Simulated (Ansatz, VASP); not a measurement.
Mo in VASP and in Ansatz

File INCAR:

```
ALGO = Normal
EDIFF = 1E-7
ENCUT = 520
ISIF = 2
ISMEAR = -1
LASPH = True
LCHARG = False
LREAL = False
LWAVE = False
NBANDS = 13
NELM = 100
PREC = Accurate
SIGMA = 0.1
```

KPOINTS

```
k-points
0
Gamma
  15 15 15
```

File POSCAR:

```
Mo
1.0
   -1.5565618036      1.5565618036      1.5565618036
    1.5565618036     -1.5565618036      1.5565618036
    1.5565618036      1.5565618036     -1.5565618036
Mo
1
Direct
    0.0000000000      0.0000000000      0.0000000000
```

Input for Ansatz:

```yaml
crystal:
  lattice:
    - [-1.5565618036, 1.5565618036, 1.5565618036]
    - [1.5565618036, -1.5565618036, 1.5565618036]
    - [1.5565618036, 1.5565618036, -1.5565618036]
  atoms:
    - { symbol: Mo, position: [0.0, 0.0, 0.0] }
hamiltonian:
  xc: lda
  pseudopotentials:
    kind: paw
    azcp:
      Mo: "pseudopotentials/Mo.paw.azcp"
basis:
  ecutwfc: 420
  fft_grid_basis: typed
kpoints:
  mp_grid: { grid: [15, 15, 15], shift: [0, 0, 0] }
magnetization:
  spin_polarized: false
scf:
  occupations: { method: fermi_dirac, width: 0.1 }
  lower_state_search: "off"
output:
  stress: true
```

Alike in both runs: task single point; functional LDA; k mesh 15 × 15 × 15; occupations fermi-dirac, width 0.1 eV; no spin polarisation.

```csv
,VASP,Ansatz
version,VASP 6.6.1,Ansatz 0.2.0
potentials or method,"VASP PAW LDA potentials, release 64 (Mo_sv), cutoff 520 eV","plane waves (420 eV) with PAW, scalar-relativistic"
valence electrons in the cell,14,14
```

```csv
,VASP,Ansatz,Ansatz less VASP
pressure (GPa),1.0,-0.2,-1.21
```

Ansatz warns that its potentials were made for another functional, while VASP's fit it. LDA's correlation is that of Perdew and Zunger in VASP and of Perdew and Wang (1992) in Ansatz.
